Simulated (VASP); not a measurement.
# Mg3Sb2 (P-3m1) in VASP: single point with PBE

Aim: the single point of Mg3Sb2 with PBE.

All numbers are computed with VASP 6.6.1; they aren't measurements. Logs are shortened: lines on timing, memory, paths and dates and some standing lists are left out, and cuts for length are marked.

### 1 The cell of the first run

It takes space group P-3m1 (No. 164, trigonal). The conventional cell has a = 4.582 Å, b = 4.582 Å, c = 7.244 Å, α = 90.00°, β = 90.00°, γ = 120.00°. Within 3.8 Å of Mg (site symmetry 3m) lie 4 Sb at 2.82 to 2.86 Å and 6 Mg at 3.25 to 3.77 Å. Within 4.1 Å of Mg (site symmetry -3m) lie 6 Sb at 3.15 Å and 6 Mg at 3.77 Å. Within 3.7 Å of Sb (site symmetry 3m) lie 7 Mg at 2.82 to 3.15 Å.

### 2 Single point, PBE

Contents of INCAR:

```
PREC = Accurate
ENCUT = 600
EDIFF = 1E-6
ISMEAR = -1
SIGMA = 0.08
LREAL = False
LASPH = True
NELM = 120
ALGO = Normal
ISIF = 2
LWAVE = False
LCHARG = False
GGA = PE
NBANDS = 16
GGA_COMPAT = False
```

Contents of KPOINTS:

```
Automatic mesh
0
Gamma
  7 7 4
```

Contents of POSCAR:

```
Mg3Sb2
1.0
    4.5820006928      0.0000000000      0.0000000000
   -2.2910003464      3.9681290001      0.0000000000
    0.0000000000      0.0000000000      7.2440000000
Mg Sb
3 2
Direct
    0.3333333333      0.6666666667      0.6300000000
    0.6666666667      0.3333333333      0.3700000000
    0.0000000000      0.0000000000      0.0000000000
    0.3333333333      0.6666666667      0.2350000000
    0.6666666667      0.3333333333      0.7650000000
```

Potentials or basis: VASP PAW PBE potentials, release 64 (Mg, Sb).

Command:

```bash
cat potpaw_PBE.64/Mg/POTCAR potpaw_PBE.64/Sb/POTCAR > POTCAR
mpirun -np 1 vasp_std > vasp.out
```

OUTCAR:

```text
PREC = Accurate
   ENCUT = 600
   EDIFF = 1E-6
   ISMEAR = -1
   LREAL = False
   LASPH = True
   NELM = 120
   ISIF = 2
   GGA = PE

 ion  position               nearest neighbor table
   1  0.333  0.667  0.630-   5 2.82   5 2.82   5 2.82   4 2.86   2 3.25   2 3.25   2 3.25
   2  0.667  0.333  0.370-   4 2.82   4 2.82   4 2.82   5 2.86   1 3.25   1 3.25   1 3.25
   3  0.000  0.000  0.000-   4 3.15   5 3.15   4 3.15   5 3.15   5 3.15   4 3.15
   4  0.333  0.667  0.235-   2 2.82   2 2.82   2 2.82   1 2.86   3 3.15   3 3.15   3 3.15
   5  0.667  0.333  0.765-   1 2.82   1 2.82   1 2.82   2 2.86   3 3.15   3 3.15   3 3.15

  LATTYP: Found a hexagonal cell.
 ALAT       =     4.5820006928
 C/A-ratio  =     1.5809687701

  Lattice vectors:

 A1 = (   4.5820006928,   0.0000000000,   0.0000000000)
 A2 = (  -2.2910003464,   3.9681290001,   0.0000000000)
 A3 = (   0.0000000000,   0.0000000000,   7.2440000000)

Analysis of symmetry for initial positions (statically):
=====================================================================
 Subroutine PRICEL returns:
 Original cell was already a primitive cell.

 Routine SETGRP: Setting up the symmetry group for a
 hexagonal supercell.

 Subroutine GETGRP returns: Found 12 space group operations
 (whereof 12 operations were pure point group operations)
 out of a pool of 24 trial point group operations.

The static configuration has the point symmetry D_3d.

Analysis of symmetry for dynamics (positions and initial velocities):
=====================================================================
 Subroutine PRICEL returns:
 Original cell was already a primitive cell.

 Routine SETGRP: Setting up the symmetry group for a
 hexagonal supercell.

 Subroutine GETGRP returns: Found 12 space group operations
 (whereof 12 operations were pure point group operations)
 out of a pool of 24 trial point group operations.

The dynamic configuration has the point symmetry D_3d.

 Subroutine INISYM returns: Found 12 space group operations
 (whereof 12 operations are pure point group operations),
 and found     1 'primitive' translations

----------------------------------------------------------------------------------------

                                     Primitive cell

  volume of cell :     131.7102

  direct lattice vectors                    reciprocal lattice vectors
     4.582000693  0.000000000  0.000000000     0.218245275  0.126003968  0.000000000
    -2.291000346  3.968129000  0.000000000     0.000000000  0.252007936  0.000000000
[... 97 lines left out ...]
   ISIF   =      2    stress and relaxation
   ISYM   =      2    0-nonsym 1-usesym 2-fastsym
   POTIM  = 0.5000    time-step for ionic-motion
   TEBEG  =    0.0;   TEEND  =   0.0 temperature during run
   PSTRESS=    0.0 pullay stress
   NELECT =      16.0000    total number of electrons
   NUPDOWN=      -1.0000    fix difference up-down
   EMIN   =  10.00;   EMAX   =-10.00  energy-range for DOS
   EFERMI =   0.00;   METHOD = LEGACY
   ISMEAR =    -1;   SIGMA  =   0.08  broadening in eV -4-tet -1-fermi 0-gaus
   EFERMI_NEDOS =   21; number of points for ismear=-14 and -15
   IALGO  =     38    algorithm
   IMIX   =      4    mixing-type and parameters
     AMIX     =   0.40;   BMIX     =  1.00
     AMIX_MAG =   1.60;   BMIX_MAG =  1.00
  volume/ion in A,a.u.               =      26.34       177.76
  Fermi-wavevector in a.u.,A,eV,Ry     =   0.810790  1.532171  8.944203  0.657380
  Thomas-Fermi vector in A             =   1.920030
   LORBIT       =      0    0 simple, 1 ext, 2 COOP (PROOUT), +10 PAW based schemes
   GGA     = PE    functional components
   LHFCALC =     F    Hartree Fock is set to
   AEXX    =    0.0000 exact exchange contribution
   IVDW    =     0    specifies the selected vdW correction
   LEPSILON=     F    determine dielectric tensor
   LRPA    =     F    only Hartree local field effects (RPA)
 non-spin polarized calculation
  energy-cutoff  :      600.00
  volume of cell :      131.71
 maximum number of plane-waves:      4408
 NGX is ok and might be reduce to    40
   NGX = 19   NGY = 19   NGZ = 29

 number of electron      16.0000000 magnetization

 Free energy of the ion-electron system (eV)
  ---------------------------------------------------
  ext. energy  EPLUGINS =         0.00000000
  ---------------------------------------------------
  free energy    TOTEN  =       -14.60498187 eV

  energy without entropy =      -14.60180922  energy(sigma->0) =      -14.60339554

 E-fermi :   4.4433     XC(G=0):  -8.7635

 val. band max:        4.3394333107   @ k =   0.0000   0.0000   0.0000
 cond. band min:       4.6831592339   @ k =   0.0000   0.4286   0.2500
 fundamental gap:      0.3437259232
 Fermi energy:         4.4432950440

 k-point     1 :       0.0000    0.0000    0.0000
  band No.  band energies     occupation
      1      -5.8640      2.00000
      2      -4.6489      2.00000
      3      -0.4919      2.00000
      4       3.3066      2.00000
      5       3.3066      2.00000
      6       4.0250      1.98934
[... 433 lines left out ...]
      3      -0.3184      2.00000
      4      -0.0575      2.00000
      5       2.6412      2.00000
      6       2.6962      2.00000
[... 8 lines left out ...]
     15      10.1959      0.00000
     16      10.3677      0.00000

 [... further k-points ...]

------------------------ aborting loop because EDIFF is reached ----------------------------------------

  FORCE on cell =-STRESS in cart. coord.  units (eV):
  Direction    XX          YY          ZZ          XY          YZ          ZX
  --------------------------------------------------------------------------------------
  -------------------------------------------------------------------------------------
  Total        0.6003767      0.6003767      1.1651171     -0.0000000     -0.0000000     -0.0000000
  in kB        7.3032316      7.3032316     14.1729679     -0.0000000     -0.0000000     -0.0000000
  external PRESSURE =       9.5931437 kB  Pullay stress =       0.0000000 kB

 VOLUME and BASIS-vectors are now :
 -----------------------------------------------------------------------------
  energy-cutoff  :      600.00
  volume of cell :      131.71
      direct lattice vectors                 reciprocal lattice vectors
     4.582000693  0.000000000  0.000000000     0.218245275  0.126003968  0.000000000
    -2.291000346  3.968129000  0.000000000     0.000000000  0.252007936  0.000000000
     0.000000000  0.000000000  7.244000000     0.000000000  0.000000000  0.138045279

 POSITION                                       TOTAL-FORCE (eV/Angst)
 -----------------------------------------------------------------------------------
     -0.00000      2.64542      4.56372         0.000000     -0.000000      0.154079
      2.29100      1.32271      2.68028         0.000000      0.000000     -0.154079
      0.00000      0.00000      0.00000         0.000000      0.000000      0.000000
     -0.00000      2.64542      1.70234         0.000000      0.000000     -0.499386
      2.29100      1.32271      5.54166        -0.000000     -0.000000      0.499386
 -----------------------------------------------------------------------------------
    total drift:                                0.000000     -0.000000     -0.000000

  FREE ENERGIE OF THE ION-ELECTRON SYSTEM (eV)
  ---------------------------------------------------
  free  energy   TOTEN  =       -14.6049818671 eV

  energy  without entropy=      -14.6018092168  energy(sigma->0) =      -14.60339554
```

OSZICAR:

```text
N       E                     dE             d eps       ncg     rms          rms(c)
DAV:   1     0.484455941863E+02    0.48446E+02   -0.55377E+03   896   0.849E+02
DAV:   2    -0.116423543235E+02   -0.60088E+02   -0.54145E+02  1128   0.118E+02
DAV:   3    -0.151707100873E+02   -0.35284E+01   -0.34847E+01  1248   0.300E+01
DAV:   4    -0.152149531600E+02   -0.44243E-01   -0.44236E-01  1024   0.386E+00
DAV:   5    -0.152157194842E+02   -0.76632E-03   -0.76631E-03  1264   0.577E-01    0.443E+00
DAV:   6    -0.147101366372E+02    0.50558E+00   -0.51874E-01  1040   0.290E+00    0.266E+00
DAV:   7    -0.146059330756E+02    0.10420E+00   -0.39664E-01  1184   0.259E+00    0.105E+00
DAV:   8    -0.146052824814E+02    0.65059E-03   -0.29193E-02   984   0.842E-01    0.176E-01
DAV:   9    -0.146049051831E+02    0.37730E-03   -0.99490E-04  1128   0.180E-01    0.475E-02
DAV:  10    -0.146049989688E+02   -0.93786E-04   -0.25255E-04  1128   0.718E-02    0.281E-02
DAV:  11    -0.146049801598E+02    0.18809E-04   -0.65598E-05  1112   0.332E-02    0.465E-03
DAV:  12    -0.146049819245E+02   -0.17647E-05   -0.47619E-06  1056   0.114E-02    0.428E-03
DAV:  13    -0.146049818671E+02    0.57410E-07   -0.39593E-08   744   0.136E-03
   1 F= -.14604982E+02 E0= -.14603396E+02  d E =-.317265E-02
```

stdout:

```text
POSCAR found type information on POSCAR MgSb
 POSCAR found :  2 types and       5 ions
 scaLAPACK will be used
 LDA part: xc-table for (Slater+PW92), standard interpolation
 POSCAR, INCAR and KPOINTS ok, starting setup
 FFT: planning ... GRIDC
 FFT: planning ... GRID_SOFT
 FFT: planning ... GRID
 WAVECAR not read
 entering main loop
```

Wall time 2.5 min (1 thread of Intel Xeon 8259CL, shared host); peak memory 0.32 GiB.

Results:

- Free energy: -14.6050 eV
- Pressure: 1.0 GPa
- Largest force: 0.499 eV/Å
- Band gap on the k mesh: 0.34 eV (least direct gap 1.17 eV)

Forces in eV/Å, atoms in the order of the input:
```
Mg   0.000  0.000  0.154
Mg   0.000  0.000 -0.154
Mg   0.000  0.000  0.000
Sb   0.000  0.000 -0.499
Sb   0.000  0.000  0.499
```

Stress tensor (GPa, compression positive):
```
0.73 0.00 0.00
0.00 0.73 0.00
0.00 0.00 1.42
```

Caveat: spin-orbit coupling is left out, which moves the levels of the heavy elements; an odd mesh through Γ misses points on the zone boundary, where band edges can lie.
